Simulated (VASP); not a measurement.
Here is a VASP 6.6.1 calculation.

INCAR

```
SYSTEM = InSe
ALGO = Normal ; DIPOL = 0.5 0.5 0.500
EDIFF = 1E-7 ; ENCUT = 520
GGA = PE ; IDIPOL = 3
ISIF = 2 ; ISMEAR = 0
IVDW = 12 ; KPAR = 8
LASPH = .True. ; LCHARG = .False.
LDIPOL = .True. ; LREAL = .False.
LVACPOTAV = .True. ; LVHAR = .True.
LWAVE = .False. ; NBANDS = 90
NELM = 80 ; PREC = Accurate
SIGMA = 0.03
```

File KPOINTS:

```
k-points
0
Gamma
  9 9 1
  0 0 0
```

Contents of POSCAR:

```
InSe                                    
1.0
    4.0337196247      0.0000000000      0.0000000000
   -2.0168598124      3.4933036717      0.0000000000
    0.0000000000      0.0000000000     48.6777120000
  Se              In            
     8     8
Direct
     0.0000000000000000    0.0000000000000000    0.1879613740658175
     0.0000000000000000    0.0000000000000000    0.2984708069373011
     0.6666666699999979    0.3333333300000021    0.3592442793521323
     0.6666666699999979    0.3333333300000021    0.4695493995990765
     0.3333333300000021    0.6666666699999979    0.5304000122681644
     0.3333333300000021    0.6666666699999979    0.6407189986735632
     0.0000000000000000    0.0000000000000000    0.7015498445598262
     0.0000000000000000    0.0000000000000000    0.8120254402656581
     0.6666666699999979    0.3333333300000021    0.2145296517088998
     0.6666666699999979    0.3333333300000021    0.2719657563288863
     0.3333333300000021    0.6666666699999979    0.3856831119040713
     0.3333333300000021    0.6666666699999979    0.4430665811954216
     0.0000000000000000    0.0000000000000000    0.5568485498379343
     0.0000000000000000    0.0000000000000000    0.6142361524908783
     0.6666666699999979    0.3333333300000021    0.7280210031613085
     0.6666666699999979    0.3333333300000021    0.7854516276510725
```

Contents of KPOINTS_OPT:

```
explicit points
67
Reciprocal
 0.0000000000  0.0000000000  0.0000000000 1
 0.0357142900  0.0000000000  0.0000000000 1
 0.0714285700  0.0000000000  0.0000000000 1
 0.1071428600  0.0000000000  0.0000000000 1
 0.1428571400  0.0000000000  0.0000000000 1
 0.1785714300  0.0000000000  0.0000000000 1
 0.2142857100  0.0000000000  0.0000000000 1
 0.2500000000  0.0000000000  0.0000000000 1
 0.2857142900  0.0000000000  0.0000000000 1
 0.3214285700  0.0000000000  0.0000000000 1
 0.3571428600  0.0000000000  0.0000000000 1
 0.3928571400  0.0000000000  0.0000000000 1
 0.4285714300  0.0000000000  0.0000000000 1
 0.4642857100  0.0000000000  0.0000000000 1
 0.5000000000  0.0000000000  0.0000000000 1
 0.4791666700  0.0416666700  0.0000000000 1
 0.4583333300  0.0833333300  0.0000000000 1
 0.4375000000  0.1250000000  0.0000000000 1
 0.4166666700  0.1666666700  0.0000000000 1
 0.3958333300  0.2083333300  0.0000000000 1
 0.3750000000  0.2500000000  0.0000000000 1
 0.3541666700  0.2916666700  0.0000000000 1
 0.3333333300  0.3333333300  0.0000000000 1
 0.3137254900  0.3137254900  0.0000000000 1
 0.2941176500  0.2941176500  0.0000000000 1
 0.2745098000  0.2745098000  0.0000000000 1
 0.2549019600  0.2549019600  0.0000000000 1
 0.2352941200  0.2352941200  0.0000000000 1
 0.2156862700  0.2156862700  0.0000000000 1
 0.1960784300  0.1960784300  0.0000000000 1
 0.1764705900  0.1764705900  0.0000000000 1
 0.1568627500  0.1568627500  0.0000000000 1
 0.1372549000  0.1372549000  0.0000000000 1
 0.1176470600  0.1176470600  0.0000000000 1
 0.0980392200  0.0980392200  0.0000000000 1
 0.0784313700  0.0784313700  0.0000000000 1
 0.0588235300  0.0588235300  0.0000000000 1
 0.0392156900  0.0392156900  0.0000000000 1
 0.0196078400  0.0196078400  0.0000000000 1
 0.0000000000  0.0000000000  0.0000000000 1
 0.0000000000  0.0000000000  0.0000000000 1
 0.0076394400 -0.0038197200  0.0000000000 1
-0.0076394400  0.0038197200  0.0000000000 1
 0.0222816900 -0.0111408500  0.0000000000 1
-0.0222816900  0.0111408500  0.0000000000 1
-0.0000000000  0.0066159500  0.0000000000 1
 0.0000000000 -0.0066159500  0.0000000000 1
-0.0000000000  0.0192965100  0.0000000000 1
 0.0000000000 -0.0192965100  0.0000000000 1
 0.5000000000  0.0000000000  0.0000000000 1
 0.5076394400 -0.0038197200  0.0000000000 1
 0.4923605600  0.0038197200  0.0000000000 1
 0.5222816900 -0.0111408500  0.0000000000 1
 0.4777183100  0.0111408500  0.0000000000 1
 0.5000000000  0.0066159500  0.0000000000 1
 0.5000000000 -0.0066159500  0.0000000000 1
 0.5000000000  0.0192965100  0.0000000000 1
 0.5000000000 -0.0192965100  0.0000000000 1
 0.3333333300  0.3333333300  0.0000000000 1
 0.3409727700  0.3295136100  0.0000000000 1
 0.3256938900  0.3371530500  0.0000000000 1
 0.3556150200  0.3221924800  0.0000000000 1
 0.3110516400  0.3444741800  0.0000000000 1
 0.3333333300  0.3399492800  0.0000000000 1
 0.3333333300  0.3267173800  0.0000000000 1
 0.3333333300  0.3526298400  0.0000000000 1
 0.3333333300  0.3140368200  0.0000000000 1
```

Potentials or basis: VASP PAW PBE potentials, release 64 (Se, In_d).

Launch:

```sh
$ cat potpaw_PBE.64/Se/POTCAR potpaw_PBE.64/In_d/POTCAR > POTCAR
$ mpirun -np 8 vasp_std > vasp.out
```

Q: What does it give for the dispersion energy per atom?

A: -0.279 eV.

Q: Estimate the band gap on the k mesh.

A: 0.68 eV (least direct gap 0.70 eV).

Forces on the atoms (eV/Å):
```
Se   0.000  0.000  0.003
Se   0.000  0.000 -0.002
Se   0.000  0.000  0.000
Se   0.000  0.000  0.002
Se   0.000  0.000  0.000
Se   0.000  0.000 -0.001
Se   0.000  0.000  0.001
Se   0.000  0.000 -0.004
In   0.000  0.000  0.005
In   0.000  0.000 -0.002
In   0.000  0.000 -0.004
In   0.000  0.000  0.005
In   0.000  0.000 -0.005
In   0.000  0.000  0.005
In   0.000  0.000  0.001
In   0.000  0.000 -0.003
```

Caveat: spin-orbit coupling is left out, which moves the levels of the heavy elements.
